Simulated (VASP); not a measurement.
Write the native input for VASP 6.6.1 that does the following.

```
Task                               : single point
Functional                         : r2SCAN-based global hybrid with 25 % exact exchange
Potentials or basis                : VASP PAW PBE potentials, release 64 (Ti_sv, B)
Cutoff                             : 520 eV
k mesh                             : 6 × 6 × 5
Occupations                        : fermi-dirac, width 0.05 eV
Spin                               : no spin polarisation
Dipole correction                  : no
Grid for exact exchange (PRECFOCK) : Normal
Share of exact exchange            : 0.25
Further INCAR settings             : ALGO = Normal; EDIFF = 1e-06; NBANDS = 16
```

Crystal: TiB2.

```
CELL_PARAMETERS angstrom
3.02920 0.00000 0.00000
-1.51460 2.62336 0.00000
0.00000 0.00000 3.22840
ATOMIC_POSITIONS crystal
Ti 0.00000 0.00000 0.00000
B 0.66667 0.33333 0.50000
B 0.33333 0.66667 0.50000
```

These files were run (other wordings do the same):

POSCAR

```
TiB2
1.0
    3.0292000000      0.0000000000      0.0000000000
   -1.5146000000      2.6233641531      0.0000000000
    0.0000000000      0.0000000000      3.2284000000
Ti B
1 2
Direct
    0.0000000000      0.0000000000      0.0000000000
    0.6666666667      0.3333333333      0.5000000000
    0.3333333333      0.6666666667      0.5000000000
```

INCAR.step1

```
PREC = Accurate
ENCUT = 520
EDIFF = 1E-5
ISMEAR = -1
SIGMA = 0.05
LREAL = F
LASPH = T
NELM = 80
ALGO = Normal
ISIF = 2
LWAVE = T
LCHARG = F
NBANDS = 16
GGA = PE
```

INCAR.step2

```
PREC = Accurate
ENCUT = 520
EDIFF = 1E-6
ISMEAR = -1
SIGMA = 0.05
LREAL = F
LASPH = T
NELM = 80
ALGO = Normal
ISIF = 2
LWAVE = F
LCHARG = F
METAGGA = R2SCAN
LHFCALC = T
AEXX = 0.25
LMIXTAU = T
PRECFOCK = Normal
NBANDS = 16
ISTART = 1
```

KPOINTS

```
Automatic mesh
0
Gamma
  6 6 5
```

Potentials or basis: VASP PAW PBE potentials, release 64 (Ti_sv, B).

Run with:

```console
$ cat potpaw_PBE.64/Ti_sv/POTCAR potpaw_PBE.64/B/POTCAR > POTCAR
$ cp INCAR.step1 INCAR
$ mpirun -np 1 vasp_std > vasp.out
$ cp INCAR.step2 INCAR
$ mpirun -np 1 vasp_std > vasp.out
```

Results of the run:

- Pressure: -5.1 GPa
- Band gap on the k mesh: zero (bands 9 and 10 overlap by 0.17 eV)

Caveat: the k points lie up to 0.40 Å⁻¹ apart; the PAW data sets were made with another functional, which shifts forces and pressure a little.

Wall time 42 min on 1 thread of Intel Xeon 8259CL, on a shared host, peak memory 0.16 GiB.
